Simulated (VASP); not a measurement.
La:

```
CELL_PARAMETERS angstrom
-2.09513 2.09513 2.09513
2.09513 -2.09513 2.09513
2.09513 2.09513 -2.09513
ATOMIC_POSITIONS crystal
La 0.00000 0.00000 0.00000
```

Base run:

| Quantity | Value |
| --- | --- |
| Program | VASP 6.6.1 |
| Functional | PBEsol |
| Potentials or basis | VASP PAW PBE potentials, release 64 (La) |
| Cutoff | 520 eV |
| k mesh | 9 × 9 × 9 |
| Occupations | fermi-dirac, width 0.05 eV |
| Spin | no spin polarisation |

Its results: pressure -1.7 GPa.

Question: The run is repeated on the same cell with these changes: functional from PBEsol to r2SCAN. What comes out?

Answer: Pressure 0.9 GPa.

Caveats: the PAW data sets were made with another functional, which shifts forces and pressure a little.
